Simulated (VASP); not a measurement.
Wanted: the native input for a VASP 6.6.1 run.

```yaml
Task: single point
Functional: r2SCAN
Potentials_or_basis: VASP PAW PBE potentials, release 64 (Rb_sv, Yb, Sn_d)
Cutoff: 520 eV
k_mesh: 5 × 5 × 5
Occupations: fermi-dirac, width 0.1 eV
Spin: no spin polarisation
Dipole_correction: no
Further_INCAR_settings: ALGO = Normal; EDIFF = 1e-06; NBANDS = 43
```

Rb2YbSn2:

```xyz
5
Lattice="0.0000 5.2387 0.0000 5.2387 0.0000 0.0000 2.6194 2.6194 -5.9970" Properties=species:S:1:pos:R:3 pbc="T T T"
Rb    2.6194    5.2387   -2.9985
Rb    5.2387    2.6194   -2.9985
Yb    0.0000    0.0000    0.0000
Sn    2.6194    2.6194   -1.4992
Sn    5.2387    5.2387   -4.4977
```

These files were run (other wordings do the same):

POSCAR

```
Rb2YbSn2
1.0
    0.0000000000      5.2387320000      0.0000000000
    5.2387320000      0.0000000000      0.0000000000
    2.6193660000      2.6193660000     -5.9969750000
Rb Yb Sn
2 1 2
Direct
    0.7500000000      0.2500000000      0.5000000000
    0.2500000000      0.7500000000      0.5000000000
    0.0000000000      0.0000000000      0.0000000000
    0.3750000000      0.3750000000      0.2500000000
    0.6250000000      0.6250000000      0.7500000000
```

INCAR.step1

```
SYSTEM = Rb2YbSn2
ALGO = Normal
EDIFF = 1E-4
ENCUT = 520
GGA = PE
ISMEAR = -1
LASPH = .True.
LCHARG = .False.
LREAL = .False.
LWAVE = .True.
NBANDS = 43
NELM = 80
PREC = Accurate
SIGMA = 0.1
```

INCAR.step2

```
SYSTEM = Rb2YbSn2
ALGO = Normal
EDIFF = 1E-6
ENCUT = 520
ISIF = 2
ISMEAR = -1
ISTART = 1
LASPH = .True.
LCHARG = .True.
LELF = .True.
LMIXTAU = .True.
LREAL = .False.
LVHAR = .True.
LWAVE = .False.
METAGGA = R2SCAN
NBANDS = 43
NELM = 80
PREC = Accurate
SIGMA = 0.1
```

KPOINTS

```
k-points
0
Gamma
  5 5 5
  0 0 0
```

Potentials or basis: VASP PAW PBE potentials, release 64 (Rb_sv, Yb, Sn_d).

Command:

```bash
$ cat potpaw_PBE.64/Rb_sv/POTCAR potpaw_PBE.64/Yb/POTCAR potpaw_PBE.64/Sn_d/POTCAR > POTCAR
$ cp INCAR.step1 INCAR
$ mpirun -np 1 vasp_std > vasp.out
$ cp INCAR.step2 INCAR
$ mpirun -np 1 vasp_std > vasp.out
```

Results of the run:

The pressure is 10.2 GPa, the largest force is 3.956 eV/Å and the band gap on the k mesh is zero (bands 35 and 36 overlap by 0.50 eV).

Caveat: the cell stands under pressure; the PAW data sets were made with another functional, which shifts forces and pressure a little; spin-orbit coupling is left out, which moves the levels of the heavy elements.

Wall time 60 min on 1 thread of AMD EPYC 7R13, with other jobs on the host, peak memory 0.38 GiB.
